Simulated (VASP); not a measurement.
Set up this calculation in VASP 6.6.1, as the native input.

```
Task                   : single point
Functional             : r2SCAN
Potentials or basis    : VASP PAW PBE potentials, release 64 (Mg, Sn_d)
Cutoff                 : 660 eV
k mesh                 : 6 × 6 × 6
Occupations            : gaussian, width 0.05 eV
Spin                   : non-collinear spin, zero start, spin-orbit coupling
Starting moments       : [[0.0, 0.0, 0.0], [0.0, 0.0, 0.0], [0.0, 0.0, 0.0]] μB
Dipole correction      : no
Further INCAR settings : ALGO = Normal; EDIFF = 1e-06; NBANDS = 31
```

Crystal: Mg2Sn.

```
Mg Sn
1.0
     0.00000    3.37950    3.37950
     3.37950    0.00000    3.37950
     3.37950    3.37950    0.00000
Mg Sn
2 1
Direct
  0.25000 0.25000 0.25000
  0.75000 0.75000 0.75000
  0.00000 0.00000 0.00000
```

These files were run (other wordings do the same):

POSCAR

```
Mg2Sn
1.0
    0.0000000000      3.3795003521      3.3795003521
    3.3795003521      0.0000000000      3.3795003521
    3.3795003521      3.3795003521      0.0000000000
Mg Sn
2 1
Direct
    0.2500000000      0.2500000000      0.2500000000
    0.7500000000      0.7500000000      0.7500000000
    0.0000000000      0.0000000000      0.0000000000
```

INCAR.step1

```
SYSTEM = Mg2Sn
  ALGO = Normal
  EDIFF = 1E-5
  ENCUT = 660
  GGA = PE
  GGA_COMPAT = .False.
  ISMEAR = 0
  LASPH = .True.
  LCHARG = .False.
  LNONCOLLINEAR = .True.
  LREAL = .False.
  LSORBIT = .True.
  LWAVE = .True.
  MAGMOM = 0 0 0 0 0 0 0 0 0
  NBANDS = 31
  NELM = 200
  PREC = Accurate
  SIGMA = 0.05
```

INCAR.step2

```
SYSTEM = Mg2Sn
  ALGO = Normal
  EDIFF = 1E-6
  ENCUT = 660
  GGA_COMPAT = .False.
  ISIF = 2
  ISMEAR = 0
  ISTART = 1
  LASPH = .True.
  LCHARG = .True.
  LMIXTAU = .True.
  LNONCOLLINEAR = .True.
  LORBIT = 11
  LORBMOM = .True.
  LREAL = .False.
  LSORBIT = .True.
  LVHAR = .True.
  LWAVE = .False.
  MAGMOM = 0 0 0 0 0 0 0 0 0
  METAGGA = R2SCAN
  NBANDS = 31
  NELM = 200
  PREC = Accurate
  SIGMA = 0.05
```

KPOINTS

```
k-points
0
Gamma
  6 6 6
  0 0 0
```

Potentials or basis: VASP PAW PBE potentials, release 64 (Mg, Sn_d).

Launch:

```bash
$ cat potpaw_PBE.64/Mg/POTCAR potpaw_PBE.64/Sn_d/POTCAR > POTCAR
$ cp INCAR.step1 INCAR
$ mpirun -np 1 vasp_ncl > vasp.out
$ cp INCAR.step2 INCAR
$ mpirun -np 1 vasp_ncl > vasp.out
```

Results of the run:

```
Pressure                                              : -0.2 GPa
Net moment                                            : 0.00 μB per cell
Valence electrons inside the program's atomic spheres : Mg 0.31; Sn 12.54
```

Caveat: the PAW data sets were made with another functional, which shifts forces and pressure a little.

It took 7.5 min on 1 thread of Intel(R) Xeon(R) Platinum 8488C (Sapphire Rapids), with other jobs on the host, peak memory 0.62 GiB.
